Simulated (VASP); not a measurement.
# Al6Pt (P6/mmm) in VASP: further runs, part 2 of 2

VASP 6.6.1. The steps go on from the part before.

## Step 3: Relaxation of cell and atoms, PBE

This run uses another cell than the first one, of 17.39 Å³/atom.

Contents of INCAR:

```
PREC     = Accurate       # precision mode
ENCUT    = 500            # plane-wave cutoff, eV
EDIFF    = 1E-7           # SCF threshold, eV
ISMEAR   = 0              # smearing method
SIGMA    = 0.1            # smearing width, eV
LREAL    = False          # projectors in reciprocal space
LASPH    = True           # aspherical terms in the spheres
NELM     = 120            # most SCF steps
ALGO     = Normal         # electronic algorithm
ISIF     = 3              # what is computed and relaxed
LWAVE    = False          # write WAVECAR
LCHARG   = False          # write CHGCAR
GGA      = PE             # functional
IBRION   = 2              # ionic algorithm
NSW      = 90             # ionic steps
EDIFFG   = -0.04          # ionic threshold
GGA_COMPAT= False        
NELMIN   = 4
```

Contents of KPOINTS:

```
regular mesh
0
Gamma
  3 3 4
```

Contents of POSCAR:

```
Al6Pt
1.0
    5.8128149000      0.0000000000      0.0000000000
   -2.9064074500      5.0340453800      0.0000000000
    0.0000000000      0.0000000000      4.1600867800
Al Pt
6 1
Direct
    0.3365085000      0.0000000000      0.0000000000
    0.0000000000      0.3365085000      0.0000000000
    0.6634915000      0.6634915000      0.0000000000
    0.6634915000      0.0000000000      0.0000000000
    0.0000000000      0.6634915000      0.0000000000
    0.3365085000      0.3365085000      0.0000000000
    0.0000000000      0.0000000000      0.5000000000
```

Potentials or basis: VASP PAW PBE potentials, release 64 (Al, Pt).

Command:

```sh
> cat potpaw_PBE.64/Al/POTCAR potpaw_PBE.64/Pt/POTCAR > POTCAR
> mpirun -np 1 vasp_std > vasp.out
```

OUTCAR:

```text
PREC = Accurate
   ENCUT = 500
   EDIFF = 1E-7
   ISMEAR = 0
   LREAL = False
   LASPH = True
   NELM = 120
   ISIF = 3
   GGA = PE
   IBRION = 2
   NSW = 90
   EDIFFG = -0.04
   NELMIN = 4

 ion  position               nearest neighbor table
   1  0.337  0.000  0.000-   4 1.90   5 1.96   6 1.96   7 2.86   7 2.86   3 3.34   2 3.34   3 3.34
                             2 3.34
   2  0.000  0.337  0.000-   5 1.90   6 1.96   4 1.96   7 2.86   7 2.86   3 3.34   3 3.34   1 3.34
                             1 3.34
   3  0.663  0.663  0.000-   6 1.90   5 1.96   4 1.96   7 2.86   7 2.86   2 3.34   2 3.34   1 3.34
                             1 3.34
   4  0.663  0.000  0.000-   1 1.90   2 1.96   3 1.96   7 2.86   7 2.86   6 3.34   5 3.34   6 3.34
                             5 3.34
   5  0.000  0.663  0.000-   2 1.90   3 1.96   1 1.96   7 2.86   7 2.86   6 3.34   6 3.34   4 3.34
                             4 3.34
   6  0.337  0.337  0.000-   3 1.90   2 1.96   1 1.96   7 2.86   7 2.86   5 3.34   5 3.34   4 3.34
                             4 3.34
   7  0.000  0.000  0.500-   1 2.86   4 2.86   1 2.86   4 2.86   5 2.86   6 2.86   3 2.86   2 2.86
[... 680 lines left out ...]
      5      20.0695      1.21376
      6      24.9065      0.00000
[... 10 lines left out ...]
     17      27.4046      0.00000
     18      27.4819      0.00000

[... ionic steps 4 to 12 ...]

--------------------------------------- Ionic step       13  -------------------------------------------

 number of electron      28.0000000 magnetization

------------------------ aborting loop because EDIFF is reached ----------------------------------------
[... 77 lines left out ...]
--------------------------------------- Ionic step       15  -------------------------------------------

 number of electron      27.9999998 magnetization

 Free energy of the ion-electron system (eV)
  ---------------------------------------------------
  ext. energy  EPLUGINS =         0.00000000
  ---------------------------------------------------
  free energy    TOTEN  =       -27.43440077 eV

  energy without entropy =      -27.42313789  energy(sigma->0) =      -27.42876933

 E-fermi :   5.5822     XC(G=0):  -9.4102

 val. band max:        5.4066609678   @ k =   0.3333  -0.0000   0.2500
 cond. band min:       5.5827410003   @ k =   0.3333  -0.0000   0.5000
 fundamental gap:      0.1760800326
 Fermi energy:         5.5822391320
[... 221 lines left out ...]
  FREE ENERGIE OF THE ION-ELECTRON SYSTEM (eV)
  ---------------------------------------------------
  free  energy   TOTEN  =       -27.4344007727 eV

  energy  without entropy=      -27.4231378860  energy(sigma->0) =      -27.42876933

 reached required accuracy - stopping structural energy minimisation
```

OSZICAR:

```text
N       E                     dE             d eps       ncg     rms          rms(c)
DAV:   1     0.105912670542E+03    0.10591E+03   -0.11123E+04   324   0.126E+03
DAV:   2    -0.314945696016E+01   -0.10906E+03   -0.10549E+03   416   0.192E+02
DAV:   3    -0.910508153692E+01   -0.59556E+01   -0.57298E+01   454   0.389E+01
[... 279 lines left out ...]
DAV:   5    -0.274344260812E+02    0.27768E-03   -0.28909E-03   362   0.417E-01    0.753E-02
DAV:   6    -0.274343975849E+02    0.28496E-04   -0.38482E-04   354   0.161E-01    0.136E-02
DAV:   7    -0.274344010394E+02   -0.34544E-05   -0.27841E-05   378   0.318E-02    0.871E-03
DAV:   8    -0.274344006931E+02    0.34625E-06   -0.92165E-06   370   0.225E-02    0.379E-03
DAV:   9    -0.274344007727E+02   -0.79533E-07   -0.89870E-07   354   0.830E-03
  15 F= -.27434401E+02 E0= -.27428769E+02  d E =-.248020E-01
```

CONTCAR:

```text
Al6Pt
   1.00000000000000
     7.8214400797866475    0.0000000000000000    0.0000000000000000
    -3.9107200398933237    6.7735658220107160    0.0000000000000000
    -0.0000000000000000    0.0000000000000000    2.7538199576453080
  Al              Pt
     6     1
Direct
     0.3311805758473926    0.0000000000000000    0.0000000000000000
     0.9999999999963248    0.3311805758400423    0.0000000000000000
     0.6688194241562825    0.6688194241599575    0.0000000000000000
     0.6688194241526075    0.0000000000000000    0.0000000000000000
     0.0000000000036751    0.6688194241599575    0.0000000000000000
     0.3311805758437175    0.3311805758400423    0.0000000000000000
     0.0000000000000000    0.0000000000000000    0.5000000000000000

  0.00000000E+00  0.00000000E+00  0.00000000E+00
  0.00000000E+00  0.00000000E+00  0.00000000E+00
  0.00000000E+00  0.00000000E+00  0.00000000E+00
  0.00000000E+00  0.00000000E+00  0.00000000E+00
  0.00000000E+00  0.00000000E+00  0.00000000E+00
  0.00000000E+00  0.00000000E+00  0.00000000E+00
  0.00000000E+00  0.00000000E+00  0.00000000E+00
```

Run time: 3.5 min. Hardware: 1 thread of Intel Xeon 6975P-C (Granite Rapids), shared host; peak memory 0.24 GiB.

Results:

| Property | Result |
| --- | --- |
| Free energy | -27.4344 eV |
| Relaxed volume | 20.84 Å³/atom |
| Relaxed cell | a = 7.821 Å, b = 7.821 Å, c = 2.754 Å, α = 90.00°, β = 90.00°, γ = 120.00° |
| Space group after relaxing (to 0.1 Å) | P6/mmm (No. 191) |
| Pressure after relaxing | -0.1 GPa |
| Largest force after relaxing | 0.027 eV/Å |
| Band gap on the k mesh | zero (bands 14 and 15 overlap by 2.09 eV) |

Forces in eV/Å, atoms in the order of the input:
```
Al   0.027  0.000  0.000
Al  -0.013  0.023  0.000
Al  -0.013 -0.023  0.000
Al  -0.027  0.000  0.000
Al   0.013 -0.023  0.000
Al   0.013  0.023  0.000
Pt   0.000  0.000  0.000
```

Final structure:
```cif
data_structure
_symmetry_space_group_name_H-M 'P 1'
_symmetry_Int_Tables_number 1
_cell_length_a 7.8214
_cell_length_b 7.8214
_cell_length_c 2.7538
_cell_angle_alpha 90.000
_cell_angle_beta 90.000
_cell_angle_gamma 120.000
_cell_volume 145.89
loop_
_atom_site_label
_atom_site_type_symbol
_atom_site_fract_x
_atom_site_fract_y
_atom_site_fract_z
_atom_site_occupancy
Al1 Al 0.33118 0.00000 0.00000 1
Al2 Al 0.00000 0.33118 0.00000 1
Al3 Al 0.66882 0.66882 0.00000 1
Al4 Al 0.66882 0.00000 0.00000 1
Al5 Al 0.00000 0.66882 0.00000 1
Al6 Al 0.33118 0.33118 0.00000 1
Pt1 Pt 0.00000 0.00000 0.50000 1
```

Caveat: the k points lie up to 0.57 Å⁻¹ apart in the final cell, too coarse for converged energies and pressures of a metal; the volume moved by over 15 % at a fixed basis, so the end points are rough; spin-orbit coupling is left out, which moves the levels of the heavy elements.

## Step 4: Relaxation of cell and atoms, PBE

Contents of INCAR:

```
PREC     = Accurate       # precision mode
ENCUT    = 500            # plane-wave cutoff, eV
EDIFF    = 1E-7           # SCF threshold, eV
ISMEAR   = 0              # smearing method
SIGMA    = 0.1            # smearing width, eV
LREAL    = F              # projectors in reciprocal space
LASPH    = T              # aspherical terms in the spheres
NELM     = 120            # most SCF steps
ALGO     = Normal         # electronic algorithm
ISIF     = 3              # what is computed and relaxed
LWAVE    = F              # write WAVECAR
LCHARG   = F              # write CHGCAR
GGA      = PE             # functional
IBRION   = 2              # ionic algorithm
NSW      = 90             # ionic steps
EDIFFG   = -0.04          # ionic threshold
GGA_COMPAT= F            
NELMIN   = 4
```

Contents of KPOINTS:

```
regular mesh
0
Gamma
  3 3 6
```

Contents of POSCAR:

```
Al6Pt
1.0
    7.8236100711      0.0000000000      0.0000000000
   -3.9118050355      6.7754450708      0.0000000000
    0.0000000000      0.0000000000      2.7547139735
Al Pt
6 1
Direct
    0.3316237457      0.0000000000      0.0000000000
    0.0000000000      0.3316237457      0.0000000000
    0.6683762543      0.6683762543      0.0000000000
    0.6683762543      0.0000000000      0.0000000000
    0.0000000000      0.6683762543      0.0000000000
    0.3316237457      0.3316237457      0.0000000000
    0.0000000000      0.0000000000      0.5000000000
```

Command:

```sh
> cat potpaw_PBE.64/Al/POTCAR potpaw_PBE.64/Pt/POTCAR > POTCAR
> mpirun -np 1 vasp_std > vasp.out
```

Run time: 57 s. Hardware: 1 thread of Intel Xeon 6975P-C (Granite Rapids), shared host; peak memory 0.27 GiB.

Results (log left out):

```yaml
Free_energy: -27.0023 eV
Relaxed_volume: 20.86 Å³/atom
Relaxed_cell: a = 7.771 Å, b = 7.771 Å, c = 2.792 Å, α = 90.00°, β = 90.00°, γ = 120.00°
Space_group_after_relaxing_to_0.1_Å: P6/mmm (No. 191)
Energy_gained_by_relaxing: 1.3 meV/atom
Ionic_steps: 5
Pressure_after_relaxing: -0.1 GPa
Largest_force_after_relaxing: 0.006 eV/Å
Band_gap_on_the_k_mesh: zero (bands 14 and 15 overlap by 2.26 eV)
```

Forces in eV/Å, atoms in the order of the input:
```
Al   0.006  0.000  0.000
Al  -0.003  0.005  0.000
Al  -0.003 -0.005  0.000
Al  -0.006  0.000  0.000
Al   0.003 -0.005  0.000
Al   0.003  0.005  0.000
Pt   0.000  0.000  0.000
```

Step by step:
```tsv
step	energy change (eV)	largest force (eV/Å)	pressure (GPa)	volume (Å³)
1	0.0000	0.0605	-0.16	146.02
2	-0.0071	0.0013	0.10	145.58
3	-0.0083	0.0322	0.23	145.34
4	-0.0084	0.0425	0.27	145.26
5	-0.0094	0.0060	-0.14	146.00
```

Final structure:
```
Al Pt
1.0
     7.77117    0.00000    0.00000
    -3.88558    6.73003    0.00000
     0.00000    0.00000    2.79154
Al Pt
6 1
Direct
  0.33121 0.00000 0.00000
  0.00000 0.33121 0.00000
  0.66879 0.66879 0.00000
  0.66879 0.00000 0.00000
  0.00000 0.66879 0.00000
  0.33121 0.33121 0.00000
  0.00000 0.00000 0.50000
```

Levels at points of the mesh, in eV from the Fermi level:
| k point | band 11 | band 12 | band 13 | band 14 | band 15 | band 16 | band 17 | band 18 |
| --- | --- | --- | --- | --- | --- | --- | --- | --- |
| (0.00, 0.00, 0.00) | -2.11 | -2.11 | -0.51 | 0.12 | 0.12 | 1.28 | 1.28 | 3.21 |
| (0.00, 0.00, 0.50) | -1.32 | -1.30 | -0.82 | -0.82 | -0.80 | -0.80 | -0.04 | 1.92 |

Caveat: the k points lie up to 0.38 Å⁻¹ apart in the final cell, too coarse for converged energies and pressures of a metal; spin-orbit coupling is left out, which moves the levels of the heavy elements.

## Step 5: Overview

```csv
task,cell,k mesh,gap on the mesh (eV),pressure (GPa),relaxed volume (Å³/atom),largest force (eV/Å)
single point,"a = 7.797, b = 7.797, c = 2.775 Å, angles 90.0, 90.0, 120.0°, 7 atoms, atomic positions A",3 × 3 × 6,none,-0.1,-,0.01
relaxation of cell and atoms,"relaxed from a = 5.813, b = 5.813, c = 4.160 Å, angles 90.0, 90.0, 120.0°, 7 atoms, atomic positions B",3 × 3 × 4,none,-0.1,20.84,0.03
relaxation of cell and atoms,"relaxed from a = 7.824, b = 7.824, c = 2.755 Å, angles 90.0, 90.0, 120.0°, 7 atoms, atomic positions A",3 × 3 × 6,none,-0.1,20.86,0.01
```

Alike in all rows: level PBE; potentials or basis VASP PAW PBE potentials, release 64 (Al, Pt); no spin polarisation; cutoff (eV) 500; smearing gaussian 0.1 eV.

Caveats: all runs use coarse meshes; spin-orbit coupling is left out, which moves the levels of the heavy elements; the volume moved by over 15 % at a fixed basis, so the end points are rough (at least some runs).

Total energies depend on the potentials used, so only differences within one code and one set of settings carry meaning.
